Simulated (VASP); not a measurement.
Write the native input for VASP 6.6.1 that does the following.

| Property | Result |
| --- | --- |
| Task | electric field gradients |
| Functional | LDA |
| Potentials or basis | VASP PAW LDA potentials, release 64 (Hf_pv, N) |
| Cutoff | 520 eV |
| k mesh | 10 × 10 × 10 |
| Occupations | fermi-dirac, width 0.03 eV |
| Spin | no spin polarisation |
| Dipole correction | no |
| Further INCAR settings | ALGO = Normal; EDIFF = 1e-08; NBANDS = 14 |

The structure of HfN lies in POSCAR:

```
HfN
1.0
    0.0000000000      2.2590000000      2.1912300000
    2.2590000000      0.0000000000      2.1912300000
    2.2590000000      2.2590000000      0.0000000000
Hf N
1 1
Direct
    0.0000000000      0.0000000000      0.0000000000
    0.5000000000      0.5000000000      0.5000000000
```

This cell differs from its parent crystal: zz strain of -3 %.

These files were run (other wordings do the same):

INCAR

```
SYSTEM = HfN
ALGO = Normal
EDIFF = 1E-8
ENCUT = 520
ISIF = 2
ISMEAR = -1
LASPH = .True.
LCHARG = .False.
LEFG = .True.
LREAL = .False.
LWAVE = .False.
NBANDS = 14
NELM = 80
PREC = Accurate
SIGMA = 0.03
```

KPOINTS

```
k-points
0
Gamma
  10 10 10
  0 0 0
```

Potentials or basis: VASP PAW LDA potentials, release 64 (Hf_pv, N).

Run with:

```sh
$ cat potpaw_LDA.64/Hf_pv/POTCAR potpaw_LDA.64/N/POTCAR > POTCAR
$ mpirun -np 1 vasp_std > vasp.out
```

It gave:

The pressure is -1.4 GPa.

Caveat: the cell differs from its parent crystal (zz strain of -3 %); without QUAD_EFG the Cq values of the log hold for a quadrupole moment of 1 mb, not for the nuclei.

It took 31 s on 1 thread of Intel(R) Xeon(R) Platinum 8259CL CPU @ 2.50GHz (Skylake/Cascade Lake), with other jobs on the host, peak memory 0.15 GiB.
